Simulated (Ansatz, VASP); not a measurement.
## One calculation of Ba, two programs

File INCAR:

```
SYSTEM = Ba
PREC     = Accurate       ! precision mode
ENCUT    = 520            ! plane-wave cutoff, eV
EDIFF    = 1E-6           ! SCF threshold, eV
ISMEAR   = 0              ! smearing method
SIGMA    = 0.15           ! smearing width, eV
LREAL    = .False.        ! projectors in reciprocal space
LASPH    = .True.         ! aspherical terms in the spheres
NELM     = 60             ! most SCF steps
ALGO     = Fast           ! electronic algorithm
ISIF     = 2              ! what is computed and relaxed
LWAVE    = .False.        ! write WAVECAR
LCHARG   = .False.        ! write CHGCAR
GGA      = PS             ! functional
NBANDS   = 11             ! bands
```

The input KPOINTS:

```
regular mesh
0
Gamma
  14 14 14
  0 0 0
```

File POSCAR:

```
Ba
1.0
   -2.5000000000      2.5000000000      2.3000000000
    2.5000000000     -2.5000000000      2.3000000000
    2.5000000000      2.5000000000     -2.3000000000
Ba
1
Direct
    0.0000000000      0.0000000000      0.0000000000
```

Input for Ansatz:

```yaml
crystal:
  lattice:
    - [-2.5, 2.5, 2.3]
    - [2.5, -2.5, 2.3]
    - [2.5, 2.5, -2.3]
  atoms:
    - { symbol: Ba, position: [0.0, 0.0, 0.0] }
basis:
  ecutwfc: 420
kpoints:
  mp_grid: { grid: [14, 14, 14] }
hamiltonian:
  xc: pbesol
scf:
  occupations: { method: gaussian, width: 0.15 }
output:
  forces: true
  stress: true
  eigenvalues: true
```

Change from the starting cell: strain +0.000 along x and y, -0.080 along z, atoms carried along.

Alike in both runs: task single point; functional PBEsol; k mesh 14 × 14 × 14; occupations gaussian, width 0.15 eV; no spin polarisation.

|  | VASP | Ansatz |
| --- | --- | --- |
| version | VASP 6.6.1 | Ansatz 0.2.0 |
| potentials or method | VASP PAW PBE potentials, release 64 (Ba_sv), cutoff 520 eV | scalar-relativistic, plane waves, PAW |
| valence electrons in the cell | 10 | 10 |

|  | VASP | Ansatz | Ansatz less VASP |
| --- | --- | --- | --- |
| gap on the k mesh at the Fermi level (eV) | none | none | - |
| pressure (GPa) | 0.2 | 0.1 | -0.08 |
| traceless stress, the component that is largest in VASP (GPa) | 0.37 | 0.36 | -0.008 |

VASP's potentials were made for PBE, not for PBEsol. A gap of «none» marks a metal or a gap that the smearing closes. The functional is the same, so the differences come from potentials, cutoffs and numerics.

Spin-orbit coupling is off throughout.
